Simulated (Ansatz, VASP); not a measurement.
# Si9O16: VASP beside Ansatz

```
Si O
1.0
    -4.17970   -4.17970    0.00000
     4.17970   -4.17970    0.00000
     0.00000    0.00000    5.33380
Si O
9 16
Direct
  0.49784 0.48258 0.01061
  0.97846 0.51689 0.23801
  0.51459 0.46986 0.51750
  0.98095 0.54494 0.75895
  0.00480 0.01879 0.98996
  0.50987 0.97108 0.25313
  0.97418 0.00776 0.45834
  0.52554 0.97088 0.77132
  0.22695 0.24596 0.54460
  0.19116 0.51687 0.00494
  0.93773 0.21890 0.20172
  0.79706 0.54481 0.00038
  0.01053 0.82084 0.23389
  0.14267 0.53801 0.49252
  0.01551 0.24101 0.78366
  0.79142 0.51115 0.50338
  0.00399 0.83551 0.74240
  0.70268 0.95311 0.01055
  0.49005 0.67212 0.26355
  0.31142 0.99313 0.00781
  0.52218 0.27935 0.23802
  0.70463 0.98169 0.50188
  0.49242 0.66938 0.75969
  0.35021 0.96972 0.52738
  0.56861 0.27248 0.79743
```

Alike in both runs: functional LDA; k mesh 2 × 2 × 2; occupations fermi-dirac, width 0.05 eV; no spin polarisation.

Ansatz relaxed the structure, and its values are those at the end. VASP's run is a single point on that final structure, the one shown.

|  | VASP | Ansatz |
| --- | --- | --- |
| version | VASP 6.6.1 | Ansatz 0.2.0 |
| potentials or method | VASP PAW LDA potentials, release 64 (Si, O), cutoff 520 eV | scalar-relativistic, plane waves, PAW |
| valence electrons in the cell | 132 | 132 |

|  | VASP | Ansatz | Ansatz less VASP |
| --- | --- | --- | --- |
| rms of the force components (eV/Å) | 0.029 | 0.004 | -0.0254 |

Ansatz warns that its potentials were made for another functional, while VASP's fit it. LDA's correlation is that of Perdew and Zunger in VASP and of Perdew and Wang (1992) in Ansatz.

The k mesh is coarse, so the values compare programs but aren't converged.
